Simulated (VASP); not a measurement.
The system is WS2.

```
CELL_PARAMETERS angstrom
1.58589 0.91561 6.23747
-1.58589 0.91561 6.23747
0.00000 -1.83122 6.23747
ATOMIC_POSITIONS crystal
W 0.99999 0.99999 0.99999
S 0.41680 0.41680 0.41680
S 0.24988 0.24988 0.24988
```

Base run:

```yaml
Program: VASP 6.6.1
Functional: PBE
Dispersion: D3(BJ)
Potentials_or_basis: VASP PAW PBE potentials, release 64 (W_sv, S)
Cutoff: 500 eV
k_mesh: 6 × 6 × 6
Occupations: gaussian, width 0.01 eV
Spin: no spin polarisation
```

Its results: band gap on the k mesh 1.09 eV (least direct gap 1.84 eV); pressure -0.6 GPa; largest force 0.209 eV/Å.

Task: The run is repeated on the same cell with these changes: dispersion from D3(BJ) to none; occupations from gaussian, width 0.01 eV to gaussian, width 0.001 eV. What comes out?

Result: Band gap on the k mesh 1.09 eV (least direct gap 1.84 eV); pressure 3.2 GPa; largest force 0.203 eV/Å.

Caveats: spin-orbit coupling is left out, which moves the levels of the heavy elements; the cell stands under pressure (at least some runs).

A k mesh can miss the band edges.
